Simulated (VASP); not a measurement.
A run of VASP 6.6.1 is set up as follows.

Contents of INCAR:

```
  PREC = Accurate
  ENCUT = 520
  EDIFF = 1E-6
  ISMEAR = -1
  SIGMA = 0.15
  LREAL = F
  LASPH = T
  NELM = 60
  ALGO = Normal
  ISIF = 2
  LWAVE = F
  LCHARG = F
  GGA = PE
  IVDW = 12
  NBANDS = 16
```

The input KPOINTS:

```
regular mesh
0
Gamma
  21 21 6
```

File POSCAR:

```
C
1.0
    2.4649823689      0.0000000000      0.0000000000
   -1.2324911844      2.1347373514      0.0000000000
    0.0000000000      0.0000000000      6.7403354999
C
4
Direct
    0.0000000000      0.0000000000      0.2500000000
    0.0000000000      0.0000000000      0.7500000000
    0.3333333333      0.6666666667      0.2500000000
    0.6666666667      0.3333333333      0.7500000000
```

Potentials or basis: VASP PAW PBE potentials, release 64 (C).

The run is started by

```bash
$ cat potpaw_PBE.64/C/POTCAR > POTCAR
$ mpirun -np 1 vasp_std > vasp.out
```

Question: What does it give for the band gap on the k mesh?

Answer: Zero (band 8 reaches 4.64 eV, above the bottom of band 9 at 4.62 eV).

Question: What does it give for the pressure?

Answer: 0.4 GPa.

Stress tensor (GPa, compression positive):
```
 0.71  0.00  0.00
 0.00  0.71  0.00
 0.00  0.00 -0.10
```
